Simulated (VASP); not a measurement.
Input of a VASP 6.6.1 run:

Contents of INCAR:

```
SYSTEM = BaTiO3
PREC = Accurate ; ENCUT = 520
EDIFF = 1E-8 ; ISMEAR = -1
SIGMA = 0.03 ; LREAL = .False.
LASPH = .True. ; NELM = 80
ALGO = Normal ; ISIF = 2
LWAVE = .False. ; LCHARG = .False.
GGA = PE ; LEFG = .True.
NBANDS = 28
```

The input KPOINTS:

```
Automatic mesh
0
Gamma
  7 7 7
  0 0 0
```

The input POSCAR:

```
BaTiO3
1.0
    3.9998000000      0.0399980000      0.0399980000
    0.0399980000      3.9998000000      0.0399980000
    0.0401800000      0.0401800000      4.0180000000
Ba Ti O
1 1 3
Direct
    0.0000000000      0.0000000000      0.0000000000
    0.5000000000      0.5000000000      0.5000000000
    0.5000000000      0.5000000000      0.0000000000
    0.5000000000      0.0000000000      0.5000000000
    0.0000000000      0.5000000000      0.5000000000
```

Potentials or basis: VASP PAW PBE potentials, release 64 (Ba_sv, Ti_sv, O).

Run with:

```console
$ cat potpaw_PBE.64/Ba_sv/POTCAR potpaw_PBE.64/Ti_sv/POTCAR potpaw_PBE.64/O/POTCAR > POTCAR
$ mpirun -np 1 vasp_std > vasp.out
```

Task: Predict the pressure.

Result: 3.6 GPa.

Task: What does it give for the band gap on the k mesh?

Result: 1.74 eV (least direct gap 1.78 eV).

Electric field gradients, principal values (V/Å²):
| atom | least | middle | greatest (by size) |
| --- | --- | --- | --- |
| 1 Ba | -13.060 | -14.416 | 27.476 |
| 2 Ti | 1.702 | 6.172 | -7.874 |
| 3 O | -13.190 | -13.735 | 26.925 |
| 4 O | -11.570 | -13.256 | 24.826 |
| 5 O | -11.570 | -13.256 | 24.826 |

Caveat: the cell differs from its parent crystal (equal xy, yz and zx shear strains of +2 %); the cell stands under pressure; without QUAD_EFG the Cq values of the log hold for a quadrupole moment of 1 mb, not for the nuclei; spin-orbit coupling is left out, which moves the levels of the heavy elements; an odd mesh through Γ misses points on the zone boundary, where band edges can lie.
